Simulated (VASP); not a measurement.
Write the native input for VASP 6.6.1 that does the following.

* Task: single point
* Functional: r2SCAN
* Potentials or basis: VASP PAW PBE potentials, release 64 (Al, N)
* Cutoff: 520 eV
* k mesh: 8 × 8 × 8
* Occupations: gaussian, width 0.01 eV
* Spin: no spin polarisation
* Dipole correction: no
* Further INCAR settings: ALGO = Normal; EDIFF = 1e-07; NBANDS = 11

Crystal: AlN.

```xyz
2
Lattice="0.0000 2.0189 2.0189 2.0189 0.0000 2.0189 2.0189 2.0189 0.0000" Properties=species:S:1:pos:R:3 pbc="T T T"
Al    0.0000    0.0000    0.0000
N     2.0189    2.0189    2.0189
```

One way to write it, as run:

POSCAR

```
AlN
1.0
    0.0000000000      2.0188684454      2.0188684454
    2.0188684454      0.0000000000      2.0188684454
    2.0188684454      2.0188684454      0.0000000000
Al N
1 1
Direct
    0.0000000000      0.0000000000      0.0000000000
    0.5000000000      0.5000000000      0.5000000000
```

INCAR.step1

```
ALGO = Normal
EDIFF = 1E-4
ENCUT = 520
GGA = PE
ISMEAR = 0
LASPH = T
LCHARG = F
LREAL = F
LWAVE = T
NBANDS = 11
NELM = 100
PREC = Accurate
SIGMA = 0.01
```

INCAR.step2

```
ALGO = Normal
EDIFF = 1E-7
ENCUT = 520
ISIF = 2
ISMEAR = 0
ISTART = 1
LASPH = T
LCHARG = T
LELF = T
LMIXTAU = T
LREAL = F
LVHAR = T
LWAVE = F
METAGGA = R2SCAN
NBANDS = 11
NELM = 100
PREC = Accurate
SIGMA = 0.01
```

KPOINTS

```
k-points
0
Gamma
  8 8 8
```

Potentials or basis: VASP PAW PBE potentials, release 64 (Al, N).

The run is started by

```bash
$ cat potpaw_PBE.64/Al/POTCAR potpaw_PBE.64/N/POTCAR > POTCAR
$ cp INCAR.step1 INCAR
$ mpirun -np 1 vasp_std > vasp.out
$ cp INCAR.step2 INCAR
$ mpirun -np 1 vasp_std > vasp.out
```

Results of the run:

* Pressure: -0.8 GPa
* Band gap on the k mesh: 5.53 eV, indirect (least direct gap 6.58 eV)

Caveat: the PAW data sets were made with another functional, which shifts forces and pressure a little.

It took 13 s on 1 thread of Intel(R) Xeon(R) 6975P-C (Granite Rapids), on a shared host, peak memory 0.13 GiB.
